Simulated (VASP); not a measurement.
Runs of VASP 6.6.1 on Te2Mo. The structure is that of space group P-3m1 (No. 164), or close to it. The cells are those of the table. 

```tsv
cell	k mesh	smearing	gap on the mesh (eV)	largest force (eV/Å)
a = 3.496, b = 3.496, c = 46.972 Å, angles 90.0, 90.0, 120.0°, 6 atoms	9 × 9 × 1	gaussian 0.02 eV	0.91	0.04
a = 3.500, b = 3.500, c = 46.972 Å, angles 90.0, 90.0, 120.0°, 6 atoms	9 × 9 × 1	gaussian 0.02 eV	0.91	0.02
a = 3.496, b = 3.496, c = 46.972 Å, angles 90.0, 90.0, 120.0°, 6 atoms	6 × 6 × 1	gaussian 0.1 eV	0.92	(a)
a = 3.500, b = 3.500, c = 46.972 Å, angles 90.0, 90.0, 120.0°, 6 atoms	9 × 9 × 1	gaussian 0.01 eV	0.91	0.02
```

Alike in all rows: task single point; level PBE+D3(BJ); potentials or basis VASP PAW PBE potentials, release 64 (Te, Mo_sv); no spin polarisation; cutoff (eV) 520.

Problem. Fill in the values left out.

Solution. (a) 0.05.

Caveats: spin-orbit coupling is left out, which moves the levels of the heavy elements.

A k mesh can miss the band edges, and the runs leave out spin-orbit coupling on Mo, Te.
